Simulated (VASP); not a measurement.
# AlFe (Pm-3m) in VASP: further runs

Runs on AlFe. Level: PBE. Tasks: single point.

Program: VASP 6.6.1. These are calculated values, not measurements. Logs are shortened: lines on timing, memory, paths and dates and some standing lists are left out, and cuts for length are marked.

## Step 1: The cell of the first run

Symmetry: Pm-3m, No. 221, cubic system. Conventional cell: a = 2.910 Å, b = 2.910 Å, c = 2.910 Å, α = 90.00°, β = 90.00°, γ = 90.00°. Al (site symmetry m-3m) has 8 Fe at 2.52 Å and 6 Al at 2.91 Å within 3.3 Å. Within 3.3 Å of Fe (site symmetry m-3m) lie 8 Al at 2.52 Å and 6 Fe at 2.91 Å.

## Step 2: Single point, PBE, collinear spin, ferrimagnetic start

The input, INCAR:

```
PREC     = Accurate       # precision mode
ENCUT    = 520            # plane-wave cutoff, eV
EDIFF    = 1E-7           # SCF threshold, eV
ISMEAR   = -1             # smearing method
SIGMA    = 0.1            # smearing width, eV
LREAL    = F              # projectors in reciprocal space
LASPH    = T              # aspherical terms in the spheres
NELM     = 150            # most SCF steps
ALGO     = Normal         # electronic algorithm
ISIF     = 2              # what is computed and relaxed
LWAVE    = F              # write WAVECAR
LCHARG   = F              # write CHGCAR
ISPIN    = 2              # spin polarisation
MAGMOM   = -0.05 1.93     # initial moments
LORBIT   = 11             # projections on sites
NUPDOWN  = 1.7            # fixed moment
LMAXMIX  = 4              # l up to which the mixer works
GGA      = PE             # functional
NBANDS   = 16             # bands
```

The input, KPOINTS:

```
regular mesh
0
Gamma
  9 9 9
```

The input, POSCAR:

```
AlFe
1.0
    2.9100000000      0.0000000000      0.0000000000
    0.0000000000      2.9100000000      0.0000000000
    0.0000000000      0.0000000000      2.9100000000
Al Fe
1 1
Direct
    0.0000000000      0.0000000000      0.0000000000
    0.5000000000      0.5000000000      0.5000000000
```

Potentials or basis: VASP PAW PBE potentials, release 64 (Al, Fe).

On the command line:

```
$ cat potpaw_PBE.64/Al/POTCAR potpaw_PBE.64/Fe/POTCAR > POTCAR
$ mpirun -np 1 vasp_std > vasp.out
```

OUTCAR:

```text
PREC = Accurate
   ENCUT = 520
   EDIFF = 1E-7
   ISMEAR = -1
   LREAL = F
   LASPH = T
   NELM = 150
   ISIF = 2
   ISPIN = 2
   LORBIT = 11
   NUPDOWN = 1.7
   GGA = PE

 ion  position               nearest neighbor table
   1  0.000  0.000  0.000-   2 2.52   2 2.52   2 2.52   2 2.52   2 2.52   2 2.52   2 2.52   2 2.52

   2  0.500  0.500  0.500-   1 2.52   1 2.52   1 2.52   1 2.52   1 2.52   1 2.52   1 2.52   1 2.52

  LATTYP: Found a simple cubic cell.
 ALAT       =     2.9100000000

  Lattice vectors:

 A1 = (   2.9100000000,   0.0000000000,   0.0000000000)
 A2 = (   0.0000000000,   2.9100000000,   0.0000000000)
 A3 = (   0.0000000000,   0.0000000000,   2.9100000000)

Analysis of symmetry for initial positions (statically):
=====================================================================
 Subroutine PRICEL returns:
 Original cell was already a primitive cell.

 Routine SETGRP: Setting up the symmetry group for a
 simple cubic supercell.

 Subroutine GETGRP returns: Found 48 space group operations
 (whereof 48 operations were pure point group operations)
 out of a pool of 48 trial point group operations.

The static configuration has the point symmetry O_h .

Analysis of symmetry for dynamics (positions and initial velocities):
=====================================================================
 Subroutine PRICEL returns:
 Original cell was already a primitive cell.

 Routine SETGRP: Setting up the symmetry group for a
 simple cubic supercell.

 Subroutine GETGRP returns: Found 48 space group operations
 (whereof 48 operations were pure point group operations)
 out of a pool of 48 trial point group operations.

The dynamic configuration has the point symmetry O_h .

Analysis of structural, dynamic, and magnetic symmetry:
=====================================================================
 Subroutine PRICEL returns:
 Original cell was already a primitive cell.

 Routine SETGRP: Setting up the symmetry group for a
 simple cubic supercell.

 Subroutine GETGRP returns: Found 48 space group operations
 (whereof 48 operations were pure point group operations)
 out of a pool of 48 trial point group operations.

The overall configuration has the point symmetry O_h .

 Subroutine INISYM returns: Found 48 space group operations
 (whereof 48 operations are pure point group operations),
 and found     1 'primitive' translations

----------------------------------------------------------------------------------------

                                     Primitive cell

  volume of cell :      24.6422

  direct lattice vectors                    reciprocal lattice vectors
     2.910000000  0.000000000  0.000000000     0.343642612  0.000000000  0.000000000
     0.000000000  2.910000000  0.000000000     0.000000000  0.343642612  0.000000000
     0.000000000  0.000000000  2.910000000     0.000000000  0.000000000  0.343642612

  length of vectors
     2.910000000  2.910000000  2.910000000     0.343642612  0.343642612  0.343642612

  position of ions in fractional coordinates (direct lattice)
     0.000000000  0.000000000  0.000000000
     0.500000000  0.500000000  0.500000000

  ion indices of the primitive-cell ions
   primitive index   ion index
                 1           1
                 2           2

----------------------------------------------------------------------------------------

 KPOINTS: regular mesh

Automatic generation of k-mesh.
 Grid dimensions read from file:
 generate k-points for:    9    9    9

 Generating k-lattice:

  Cartesian coordinates                     Fractional coordinates (reciprocal lattice)
     0.038182512  0.000000000  0.000000000     0.111111111  0.000000000  0.000000000
     0.000000000  0.038182512  0.000000000     0.000000000  0.111111111  0.000000000
     0.000000000  0.000000000  0.038182512     0.000000000  0.000000000  0.111111111

  Length of vectors
     0.038182512  0.038182512  0.038182512

  Shift w.r.t. Gamma in fractional coordinates (k-lattice)
     0.000000000  0.000000000  0.000000000

 Subroutine IBZKPT returns following result:
 ===========================================

 Found     35 irreducible k-points:

 Following reciprocal coordinates:
            Coordinates               Weight
  0.000000  0.000000  0.000000      1.000000
  0.111111  0.000000  0.000000      6.000000
  0.222222  0.000000  0.000000      6.000000
  0.333333  0.000000  0.000000      6.000000
  0.444444  0.000000  0.000000      6.000000
  0.111111  0.111111  0.000000     12.000000
[... 16 lines left out ...]
  0.333333  0.333333  0.111111     24.000000
  0.444444  0.333333  0.111111     48.000000
 [... further k-points ...]
   k-points           NKPTS =     35   k-points in BZ     NKDIM =     35   number of bands    NBANDS=     16
   number of dos      NEDOS =    301   number of ions     NIONS =      2
   total plane-waves  NPLWV =  13824
   dimension x,y,z NGX =    24 NGY =   24 NGZ =   24
   dimension x,y,z NGXF=    48 NGYF=   48 NGZF=   48
   ions per type =               1   1
   NGX,Y,Z   is equivalent  to a cutoff of  13.71, 13.71, 13.71 a.u.
   NGXF,Y,Z  is equivalent  to a cutoff of  27.42, 27.42, 27.42 a.u.
 SYSTEM =  unknown system
   PREC   = accura    normal or accurate (medium, high low for compatibility)
   ISTART =      0    job   : 0-new  1-cont  2-samecut
   ICHARG =      2    charge: 1-file 2-atom 10-const
   ISPIN  =      2    spin polarized calculation?
   LNONCOLLINEAR =      F non collinear calculations
   LSORBIT =      F    spin-orbit coupling
   LASPH  =      T    aspherical Exc in radial PAW
   ENCUT  =  520.0 eV  38.22 Ry    6.18 a.u.   5.41  5.41  5.41*2*pi/ulx,y,z
   NELM   =    150;   NELMIN=  2; NELMDL= -5     # of ELM steps
   EDIFF  = 0.1E-06   stopping-criterion for ELM
   LREAL  =      F    real-space projection
   EDIFFG = 0.1E-05   stopping-criterion for IOM
   NSW    =      0    number of steps for IOM
   IBRION =     -1    ionic relax: 0-MD 1-quasi-New 2-CG
   NFREE  =      0    steps in history (QN), initial steepest desc. (CG)
   ISIF   =      2    stress and relaxation
   ISYM   =      2    0-nonsym 1-usesym 2-fastsym
   POTIM  = 0.5000    time-step for ionic-motion
   TEBEG  =    0.0;   TEEND  =   0.0 temperature during run
   PSTRESS=    0.0 pullay stress
   NELECT =      11.0000    total number of electrons
   NUPDOWN=       1.7000    fix difference up-down
   EMIN   =  10.00;   EMAX   =-10.00  energy-range for DOS
   EFERMI =   0.00;   METHOD = LEGACY
   ISMEAR =    -1;   SIGMA  =   0.10  broadening in eV -4-tet -1-fermi 0-gaus
   EFERMI_NEDOS =   21; number of points for ismear=-14 and -15
   IALGO  =     38    algorithm
   IMIX   =      4    mixing-type and parameters
     AMIX     =   0.40;   BMIX     =  1.00
     AMIX_MAG =   1.60;   BMIX_MAG =  1.00
  volume/ion in A,a.u.               =      12.32        83.15
  Fermi-wavevector in a.u.,A,eV,Ry     =   1.251160  2.364349 21.298567  1.565401
  Thomas-Fermi vector in A             =   2.385120
   LORBIT       =     11    0 simple, 1 ext, 2 COOP (PROOUT), +10 PAW based schemes
   GGA     = PE    functional components
   LHFCALC =     F    Hartree Fock is set to
   AEXX    =    0.0000 exact exchange contribution
   IVDW    =     0    specifies the selected vdW correction
   LEPSILON=     F    determine dielectric tensor
   LRPA    =     F    only Hartree local field effects (RPA)
 spin polarized calculation
  energy-cutoff  :      520.00
  volume of cell :       24.64
 maximum number of plane-waves:       691
 NGX is ok and might be reduce to    24
   NGX = 11   NGY = 11   NGZ = 11

 number of electron      10.9999993 magnetization       1.7000651

 Free energy of the ion-electron system (eV)
  ---------------------------------------------------
  ext. energy  EPLUGINS =         0.00000000
  ---------------------------------------------------
  free energy    TOTEN  =       -12.51448321 eV

  energy without entropy =      -12.41255734  energy(sigma->0) =      -12.46352028

 E-fermi :   7.8878     XC(G=0): -11.9663

 val. band max:        8.2971336668   @ k =   0.4444   0.4444   0.3333
 cond. band min:       7.8883978673   @ k =   0.4444   0.3333   0.1111
 fundamental gap:     -0.4087357995
 Fermi energy:         8.3025021322

 spin component 1

 k-point     1 :       0.0000    0.0000    0.0000
  band No.  band energies     occupation
      1      -2.5710      1.00000
      2       4.8450      1.00000
      3       4.8450      1.00000
      4       6.8063      1.00000
      5       6.8063      1.00000
      6       6.8063      1.00000
[... 8 lines left out ...]
     15      28.9299      0.00000
     16      30.8825      0.00000
[... 419 lines left out ...]
 k-point    24 :       0.4444    0.3333    0.1111
  band No.  band energies     occupation
      1       2.2261      1.00000
      2       3.8813      1.00000
      3       5.1979      1.00000
      4       5.7337      1.00000
      5       6.3755      1.00000
      6       6.5704      1.00000
[... 8 lines left out ...]
     15      27.6344      0.00000
     16      28.8142      0.00000

 [... further k-points ...]

 spin component 2

 k-point     1 :       0.0000    0.0000    0.0000
  band No.  band energies     occupation
      1      -2.5311      1.00000
      2       6.0475      1.00000
      3       6.0475      1.00000
      4       8.5433      0.00142
      5       8.5433      0.00142
      6       8.5433      0.00142
[... 8 lines left out ...]
     15      29.0392      0.00000
     16      30.8506      0.00000
[... 419 lines left out ...]
 k-point    24 :       0.4444    0.3333    0.1111
  band No.  band energies     occupation
      1       2.4339      1.00000
      2       4.2806      1.00000
      3       5.9788      1.00000
      4       6.9812      0.99988
      5       7.8884      0.49855
      6       7.9475      0.35514
[... 8 lines left out ...]
     15      28.0134      0.00000
     16      28.8548      0.00000

 [... further k-points ...]

------------------------ aborting loop because EDIFF is reached ----------------------------------------

  FORCE on cell =-STRESS in cart. coord.  units (eV):
  Direction    XX          YY          ZZ          XY          YZ          ZX
  --------------------------------------------------------------------------------------
  -------------------------------------------------------------------------------------
  Total        0.3151396      0.3151396      0.3151396      0.0000000     -0.0000000      0.0000000
  in kB       20.4896506     20.4896506     20.4896506      0.0000000     -0.0000000      0.0000000
  external PRESSURE =      20.4896506 kB  Pullay stress =       0.0000000 kB

 VOLUME and BASIS-vectors are now :
 -----------------------------------------------------------------------------
  energy-cutoff  :      520.00
  volume of cell :       24.64
      direct lattice vectors                 reciprocal lattice vectors
     2.910000000  0.000000000  0.000000000     0.343642612  0.000000000  0.000000000
     0.000000000  2.910000000  0.000000000     0.000000000  0.343642612  0.000000000
     0.000000000  0.000000000  2.910000000     0.000000000  0.000000000  0.343642612

 POSITION                                       TOTAL-FORCE (eV/Angst)
 -----------------------------------------------------------------------------------
      0.00000      0.00000      0.00000         0.000000      0.000000      0.000000
      1.45500      1.45500      1.45500         0.000000      0.000000      0.000000
 -----------------------------------------------------------------------------------
    total drift:                                0.000000     -0.000000     -0.000000

  FREE ENERGIE OF THE ION-ELECTRON SYSTEM (eV)
  ---------------------------------------------------
  free  energy   TOTEN  =       -12.5144832122 eV

  energy  without entropy=      -12.4125573424  energy(sigma->0) =      -12.46352028

 total charge

# of ion       s       p       d       tot
------------------------------------------
    1        0.396   0.429   0.000   0.826
    2        0.431   0.489   6.404   7.325
--------------------------------------------------
tot          0.827   0.919   6.404   8.151

 magnetization (x)

# of ion       s       p       d       tot
------------------------------------------
    1       -0.016  -0.025   0.000  -0.040
    2        0.011   0.017   1.739   1.767
--------------------------------------------------
tot         -0.005  -0.007   1.739   1.727
```

Run time: 18 s. Hardware: 1 thread of Intel Xeon Platinum 8375C at 2.90GHz (Ice Lake), shared host; peak memory 0.16 GiB.

What came out:

```yaml
Free_energy: -12.5145 eV
Pressure: 2.0 GPa
Net_moment: 1.70 μB per cell
Site_moments: Al -0.04; Fe +1.77 μB
Valence_electrons_inside_the_program's_atomic_spheres: Al 0.83; Fe 7.33
```

Caveat: the total moment is fixed, so each spin has its own Fermi level.

(Part 1 of 2 ends here.)
